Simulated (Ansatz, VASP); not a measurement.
**Two plane-wave programs on SnS2**

The input INCAR:

```
SYSTEM = SnS2
PREC = Accurate ; ENCUT = 500
EDIFF = 1E-6 ; ISMEAR = 0
SIGMA = 0.01 ; LREAL = .FALSE.
LASPH = .TRUE. ; NELM = 120
ALGO = Normal ; ISIF = 2
LWAVE = .FALSE. ; LCHARG = .FALSE.
GGA = CA ; NBANDS = 20
GGA_COMPAT = .FALSE.
```

File KPOINTS:

```
regular mesh
0
G
  5 5 3
  0 0 0
```

POSCAR

```
SnS2
1.0
    3.6631000401      0.0000000000      0.0000000000
   -1.8315500200      3.1723372440      0.0000000000
    0.0000000000      0.0000000000      5.9068620597
Sn S
1 2
Direct
    0.0000000000      0.0000000000      0.0000000000
    0.3333333333      0.6666666667      0.2500000000
    0.6666666667      0.3333333333      0.7500000000
```

Input for Ansatz:

```yaml
crystal:
  lattice:
    - [3.663100040089251, 0.0, 0.0]
    - [-1.8315500200446255, 3.172337244006571, 0.0]
    - [0.0, 0.0, 5.906862059698743]
  atoms:
    - { symbol: Sn, position: [0.0, 0.0, 0.0] }
    - { symbol: S, position: [0.3333333333333333, 0.6666666666666666, 0.25] }
    - { symbol: S, position: [0.6666666666666666, 0.3333333333333333, 0.75] }
basis:
  ecutwfc: 550.0
kpoints:
  mp_grid:
    grid: [5, 5, 3]
hamiltonian:
  xc: lda
scf:
  occupations:
    method: fixed
output:
  stress: true
```

Alike in both runs: task single point; functional LDA; k mesh 5 × 5 × 3; no spin polarisation.

|  | VASP | Ansatz |
| --- | --- | --- |
| version | VASP 6.6.1 | Ansatz 0.2.0 |
| potentials or method | VASP PAW LDA potentials, release 64 (Sn_d, S), cutoff 500 eV | plane waves, PAW |
| occupations | gaussian, width 0.01 eV | fixed |
| valence electrons in the cell | 26 | 26 |

```tsv
	VASP	Ansatz	Ansatz less VASP
pressure (GPa)	-2.2	-2.2	+0.02
traceless stress, the component that is largest in VASP (GPa)	-0.10	-0.10	-0.002
```

LDA's correlation is that of Perdew and Zunger in VASP and of Perdew and Wang (1992) in Ansatz.
